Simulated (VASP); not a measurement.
# Cr (Im-3m) in VASP: notebook

Cr is run at these levels: r2SCAN; tasks: single point.

Everything below comes from runs of VASP 6.6.1. Logs are shortened: lines on timing, memory, paths and dates and some standing lists are left out, and cuts for length are marked.

### Step 1. The cell of the first run

Symmetry: Im-3m, No. 229, cubic system. The conventional cell has a = 2.699 Å, b = 2.699 Å, c = 2.699 Å, α = 90.00°, β = 90.00°, γ = 90.00°. Within 3.1 Å of Cr (site symmetry m-3m) lie 14 Cr at 2.34 to 2.70 Å.

### Step 2. Single point, r2SCAN (9.83 Å³/atom)

Input file POSCAR:

```
Cr
1.0
   -1.3496510146      1.3496510146      1.3496510146
    1.3496510146     -1.3496510146      1.3496510146
    1.3496510146      1.3496510146     -1.3496510146
Cr
1
Direct
    0.0000000000      0.0000000000      0.0000000000
```

Input file INCAR.step1:

```
SYSTEM = Cr
PREC = Accurate
ENCUT = 520
ISMEAR = -1
SIGMA = 0.08
LREAL = .False.
LASPH = .True.
NELM = 100
NBANDS = 12
GGA = PE
ALGO = Normal
EDIFF = 1E-4
LWAVE = .True.
LCHARG = .False.
```

Input file INCAR.step2:

```
SYSTEM = Cr
PREC = Accurate
ENCUT = 520
EDIFF = 1E-6
ISMEAR = -1
SIGMA = 0.08
LREAL = .False.
LASPH = .True.
NELM = 100
ALGO = Normal
ISIF = 2
LWAVE = .False.
LCHARG = .False.
METAGGA = R2SCAN
LMIXTAU = .True.
NBANDS = 12
ISTART = 1
```

Input file KPOINTS:

```
Automatic mesh
0
Gamma
  16 16 16
  0 0 0
```

Potentials or basis: VASP PAW PBE potentials, release 64 (Cr_pv).

Run with:

```bash
$ cat potpaw_PBE.64/Cr_pv/POTCAR > POTCAR
$ cp INCAR.step1 INCAR
$ mpirun -np 1 vasp_std > vasp.out
$ cp INCAR.step2 INCAR
$ mpirun -np 1 vasp_std > vasp.out
```

OUTCAR:

```text
SYSTEM = Cr
   PREC = Accurate
   ENCUT = 520
   EDIFF = 1E-6
   ISMEAR = -1
   LREAL = .False.
   LASPH = .True.
   NELM = 100
   ISIF = 2
   METAGGA = R2SCAN
   ISTART = 1

 ion  position               nearest neighbor table
   1  0.000  0.000  0.000-

  LATTYP: Found a body centered cubic cell.
 ALAT       =     2.6993020292

  Lattice vectors:

 A1 = (  -1.3496510146,   1.3496510146,   1.3496510146)
 A2 = (   1.3496510146,  -1.3496510146,   1.3496510146)
 A3 = (   1.3496510146,   1.3496510146,  -1.3496510146)

Analysis of symmetry for initial positions (statically):
=====================================================================
 Subroutine PRICEL returns:
 Original cell was already a primitive cell.

 Routine SETGRP: Setting up the symmetry group for a
 body centered cubic supercell.

 Subroutine GETGRP returns: Found 48 space group operations
 (whereof 48 operations were pure point group operations)
 out of a pool of 48 trial point group operations.

The static configuration has the point symmetry O_h .

Analysis of symmetry for dynamics (positions and initial velocities):
=====================================================================
 Subroutine PRICEL returns:
 Original cell was already a primitive cell.

 Routine SETGRP: Setting up the symmetry group for a
 body centered cubic supercell.

 Subroutine GETGRP returns: Found 48 space group operations
 (whereof 48 operations were pure point group operations)
 out of a pool of 48 trial point group operations.

The dynamic configuration has the point symmetry O_h .

 Subroutine INISYM returns: Found 48 space group operations
 (whereof 48 operations are pure point group operations),
 and found     1 'primitive' translations

----------------------------------------------------------------------------------------

                                     Primitive cell

  volume of cell :       9.8339

  direct lattice vectors                    reciprocal lattice vectors
    -1.349651015  1.349651015  1.349651015     0.000000000  0.370466139  0.370466139
     1.349651015 -1.349651015  1.349651015     0.370466139  0.000000000  0.370466139
     1.349651015  1.349651015 -1.349651015     0.370466139  0.370466139  0.000000000

  length of vectors
     2.337664130  2.337664130  2.337664130     0.523918238  0.523918238  0.523918238

  position of ions in fractional coordinates (direct lattice)
     0.000000000  0.000000000  0.000000000

  ion indices of the primitive-cell ions
   primitive index   ion index
                 1           1

----------------------------------------------------------------------------------------

 KPOINTS: Automatic mesh

Automatic generation of k-mesh.
 Grid dimensions read from file:
 generate k-points for:   16   16   16

 Generating k-lattice:

  Cartesian coordinates                     Fractional coordinates (reciprocal lattice)
     0.000000000  0.023154134  0.023154134     0.062500000  0.000000000  0.000000000
     0.023154134  0.000000000  0.023154134     0.000000000  0.062500000  0.000000000
     0.023154134  0.023154134  0.000000000     0.000000000  0.000000000  0.062500000

  Length of vectors
     0.032744890  0.032744890  0.032744890

  Shift w.r.t. Gamma in fractional coordinates (k-lattice)
     0.000000000  0.000000000  0.000000000

 Subroutine IBZKPT returns following result:
 ===========================================

 Found    145 irreducible k-points:

 Following reciprocal coordinates:
            Coordinates               Weight
  0.000000  0.000000  0.000000      1.000000
  0.062500  0.000000  0.000000     12.000000
  0.125000  0.000000  0.000000     12.000000
  0.187500  0.000000  0.000000     12.000000
  0.250000  0.000000  0.000000     12.000000
  0.312500  0.000000  0.000000     12.000000
[... 16 lines left out ...]
  0.187500  0.187500  0.000000     24.000000
  0.250000  0.187500  0.000000     48.000000
 [... further k-points ...]
   k-points           NKPTS =    145   k-points in BZ     NKDIM =    145   number of bands    NBANDS=     12
   number of dos      NEDOS =    301   number of ions     NIONS =      1
   total plane-waves  NPLWV =   5832
   dimension x,y,z NGX =    18 NGY =   18 NGZ =   18
   dimension x,y,z NGXF=    36 NGYF=   36 NGZF=   36
   ions per type =               1
   NGX,Y,Z   is equivalent  to a cutoff of  12.80, 12.80, 12.80 a.u.
   NGXF,Y,Z  is equivalent  to a cutoff of  25.60, 25.60, 25.60 a.u.
 SYSTEM =  Cr
   PREC   = accura    normal or accurate (medium, high low for compatibility)
   ISTART =      1    job   : 0-new  1-cont  2-samecut
   ICHARG =      0    charge: 1-file 2-atom 10-const
   ISPIN  =      1    spin polarized calculation?
   LNONCOLLINEAR =      F non collinear calculations
   LSORBIT =      F    spin-orbit coupling
   LASPH  =      T    aspherical Exc in radial PAW
   ENCUT  =  520.0 eV  38.22 Ry    6.18 a.u.   4.35  4.35  4.35*2*pi/ulx,y,z
   NELM   =    100;   NELMIN=  2; NELMDL=  0     # of ELM steps
   EDIFF  = 0.1E-05   stopping-criterion for ELM
   LREAL  =      F    real-space projection
   EDIFFG = 0.1E-04   stopping-criterion for IOM
   NSW    =      0    number of steps for IOM
   IBRION =     -1    ionic relax: 0-MD 1-quasi-New 2-CG
   NFREE  =      0    steps in history (QN), initial steepest desc. (CG)
   ISIF   =      2    stress and relaxation
   ISYM   =      2    0-nonsym 1-usesym 2-fastsym
   POTIM  = 0.5000    time-step for ionic-motion
   TEBEG  =    0.0;   TEEND  =   0.0 temperature during run
   PSTRESS=    0.0 pullay stress
   NELECT =      12.0000    total number of electrons
   NUPDOWN=      -1.0000    fix difference up-down
   EMIN   =  10.00;   EMAX   =-10.00  energy-range for DOS
   EFERMI =   0.00;   METHOD = LEGACY
   ISMEAR =    -1;   SIGMA  =   0.08  broadening in eV -4-tet -1-fermi 0-gaus
   EFERMI_NEDOS =   21; number of points for ismear=-14 and -15
   IALGO  =     38    algorithm
   IMIX   =      4    mixing-type and parameters
     AMIX     =   0.40;   BMIX     =  1.00
     AMIX_MAG =   1.60;   BMIX_MAG =  1.00
  volume/ion in A,a.u.               =       9.83        66.36
  Fermi-wavevector in a.u.,A,eV,Ry     =   1.749419  3.305922 41.640165  3.060466
  Thomas-Fermi vector in A             =   2.820336
   LORBIT       =      0    0 simple, 1 ext, 2 COOP (PROOUT), +10 PAW based schemes
   METAGGA = R2SCAN    functional components
   LHFCALC =     F    Hartree Fock is set to
   AEXX    =    0.0000 exact exchange contribution
   IVDW    =     0    specifies the selected vdW correction
   LEPSILON=     F    determine dielectric tensor
   LRPA    =     F    only Hartree local field effects (RPA)
 non-spin polarized calculation
  energy-cutoff  :      520.00
  volume of cell :        9.83
 maximum number of plane-waves:       276
 NGX is ok and might be reduce to    18
   NGX =  9   NGY =  9   NGZ =  9

 number of electron      11.9999991 magnetization

 Free energy of the ion-electron system (eV)
  ---------------------------------------------------
  ext. energy  EPLUGINS =         0.00000000
  ---------------------------------------------------
  free energy    TOTEN  =       -14.58942565 eV

  energy without entropy =      -14.57771238  energy(sigma->0) =      -14.58356901

 E-fermi :  13.3848     XC(G=0): -16.0799

 val. band max:       13.3592797180   @ k =  -0.3125   0.3125   0.1875
 cond. band min:      13.3889962795   @ k =   0.3750   0.0625   0.0625
 fundamental gap:      0.0297165615
 Fermi energy:        13.3848392744

 k-point     1 :       0.0000    0.0000    0.0000
  band No.  band energies     occupation
      1     -30.6694      2.00000
      2     -30.6694      2.00000
      3     -30.6694      2.00000
      4       4.4564      2.00000
      5      12.1992      2.00000
      6      12.1992      2.00000
      7      12.1993      2.00000
      8      15.0344      0.00000
      9      15.0344      0.00000
     10      17.0236      0.00000
     11      37.7285      0.00000
     12      37.7286      0.00000

 k-point     2 :       0.0625    0.0000    0.0000
  band No.  band energies     occupation
      1     -30.7333      2.00000
      2     -30.6880      2.00000
      3     -30.6700      2.00000
      4       4.6644      2.00000
      5      12.1097      2.00000
      6      12.1827      2.00000
      7      12.3492      2.00000
      8      14.9290      0.00000
      9      15.0396      0.00000
     10      17.0234      0.00000
     11      37.4396      0.00000
     12      37.7180      0.00000

 k-point     3 :       0.1250    0.0000    0.0000
  band No.  band energies     occupation
      1     -30.9134      2.00000
      2     -30.7407      2.00000
      3     -30.6718      2.00000
      4       5.2594      2.00000
      5      11.8609      2.00000
      6      12.1061      2.00000
      7      12.7864      1.99887
      8      14.7002      0.00000
      9      15.0597      0.00000
     10      17.0226      0.00000
     11      36.5505      0.00000
     12      37.5201      0.00000
[... 286 lines left out ...]
 k-point    23 :       0.1875    0.1875    0.0000
  band No.  band energies     occupation
      1     -31.7425      2.00000
      2     -31.0341      2.00000
      3     -30.7816      2.00000
      4       8.4079      2.00000
      5      10.7940      2.00000
      6      11.1824      2.00000
      7      14.3457      0.00001
      8      15.4713      0.00000
      9      16.2234      0.00000
     10      17.0363      0.00000
     11      31.7130      0.00000
     12      32.7486      0.00000

 k-point    24 :       0.2500    0.1875    0.0000
  band No.  band energies     occupation
      1     -31.8993      2.00000
      2     -31.1625      2.00000
      3     -30.8021      2.00000
      4       8.8859      2.00000
      5      10.5132      2.00000
      6      11.3837      2.00000
      7      14.5143      0.00000
      8      15.5994      0.00000
      9      16.9588      0.00000
     10      17.5974      0.00000
     11      29.7264      0.00000
     12      31.4504      0.00000

 [... further k-points ...]
[... 5 lines left out ...]
  --------------------------------------------------------------------------------------
  -------------------------------------------------------------------------------------
  Total        3.2952656      3.2952656      3.2952656      0.0000000      0.0000000      0.0000000
  in kB      536.8791751    536.8791751    536.8791751      0.0000000      0.0000000      0.0000000
  external PRESSURE =     536.8791751 kB  Pullay stress =       0.0000000 kB

 VOLUME and BASIS-vectors are now :
 -----------------------------------------------------------------------------
  energy-cutoff  :      520.00
  volume of cell :        9.83
      direct lattice vectors                 reciprocal lattice vectors
    -1.349651015  1.349651015  1.349651015     0.000000000  0.370466139  0.370466139
     1.349651015 -1.349651015  1.349651015     0.370466139  0.000000000  0.370466139
     1.349651015  1.349651015 -1.349651015     0.370466139  0.370466139  0.000000000

 POSITION                                       TOTAL-FORCE (eV/Angst)
 -----------------------------------------------------------------------------------
      0.00000      0.00000      0.00000        -0.000000      0.000000     -0.000000
 -----------------------------------------------------------------------------------
    total drift:                                0.000000      0.000000      0.000000

  FREE ENERGIE OF THE ION-ELECTRON SYSTEM (eV)
  ---------------------------------------------------
  free  energy   TOTEN  =       -14.5894256524 eV

  energy  without entropy=      -14.5777123754  energy(sigma->0) =      -14.58356901
```

It took 93 s on 1 thread of Intel Xeon 8259CL, shared host; peak memory 0.13 GiB.

What came out:

```
Free energy            : -14.5894 eV
Pressure               : 53.7 GPa
Band gap on the k mesh : zero (bands 6 and 7 overlap by 4.33 eV)
```

Levels at points of the mesh, in eV from the Fermi level:
```tsv
k point	band 4	band 5	band 6	band 7	band 8	band 9
(0.00, 0.00, 0.00)	-8.93	-1.19	-1.19	-1.19	1.65	1.65
(0.50, 0.00, 0.00)	-5.56	-3.22	1.52	1.62	2.13	3.59
(0.50, 0.50, 0.50)	-5.57	-5.57	3.14	3.14	3.14	3.59
```

Caveat: the cell stands under pressure; the PAW data sets were made with another functional, which shifts forces and pressure a little; the run has no spin polarisation, though such a crystal can be magnetic. Spin polarisation is off, so any magnetic state and its effect on volume and gap are missing.

### Step 3. Single point, r2SCAN, collinear spin, ferromagnetic start (14.39 Å³/atom)

This run uses another cell than the first one, of 14.39 Å³/atom.

Input file POSCAR:

```
Cr
1.0
   -1.5323005238      1.5323005238      1.5323005238
    1.5323005238     -1.5323005238      1.5323005238
    1.5323005238      1.5323005238     -1.5323005238
Cr
1
Direct
    0.0000000000      0.0000000000      0.0000000000
```

Input file INCAR.step1:

```
SYSTEM = Cr
PREC = Accurate
ENCUT = 520
ISMEAR = -1
SIGMA = 0.08
LREAL = .FALSE.
LASPH = .TRUE.
NELM = 150
ISPIN = 2
MAGMOM = 3
LMAXMIX = 4
NBANDS = 16
GGA = PE
ALGO = Normal
EDIFF = 1E-4
LWAVE = .TRUE.
LCHARG = .FALSE.
```

Input file INCAR.step2:

```
SYSTEM = Cr
PREC = Accurate
ENCUT = 520
EDIFF = 1E-6
ISMEAR = -1
SIGMA = 0.08
LREAL = .FALSE.
LASPH = .TRUE.
NELM = 150
ALGO = Normal
ISIF = 2
LWAVE = .FALSE.
LCHARG = .FALSE.
ISPIN = 2
MAGMOM = 3
LORBIT = 11
LMAXMIX = 4
METAGGA = R2SCAN
LMIXTAU = .TRUE.
NBANDS = 16
ISTART = 1
```

Input file KPOINTS:

```
Automatic mesh
0
G
  16 16 16
  0 0 0
```

Potentials or basis: VASP PAW PBE potentials, release 64 (Cr_pv).

Run with:

```bash
$ cat potpaw_PBE.64/Cr_pv/POTCAR > POTCAR
$ cp INCAR.step1 INCAR
$ mpirun -np 1 vasp_std > vasp.out
$ cp INCAR.step2 INCAR
$ mpirun -np 1 vasp_std > vasp.out
```

It took 4.9 min on 1 thread of Intel Xeon 8259CL, shared host; peak memory 0.17 GiB.

The run converged. Its results:

```
Free energy                                           : -14.3506 eV
Pressure                                              : -39.7 GPa
Band gap on the k mesh                                : zero (filled and empty bands overlap)
Net moment                                            : 0.00 μB per cell
Valence electrons inside the program's atomic spheres : Cr 10.91
```

Levels at points of the mesh, in eV from the Fermi level:
Spin up:
```tsv
k point	band 4	band 5	band 6	band 7	band 8	band 9
(0.00, 0.00, 0.00)	-7.52	-0.71	-0.71	-0.71	1.17	1.17
(0.50, 0.00, 0.00)	-3.61	-1.90	0.59	1.04	1.39	2.11
(0.50, 0.50, 0.50)	-3.11	-3.11	1.82	1.82	1.82	2.86
```
Spin down:
```csv
k point,band 4,band 5,band 6,band 7,band 8,band 9
"(0.00, 0.00, 0.00)",-7.52,-0.71,-0.71,-0.71,1.17,1.17
"(0.50, 0.00, 0.00)",-3.61,-1.90,0.59,1.04,1.39,2.11
"(0.50, 0.50, 0.50)",-3.11,-3.11,1.82,1.82,1.82,2.86
```

Caveat: the cell stands under tension; the PAW data sets were made with another functional, which shifts forces and pressure a little.
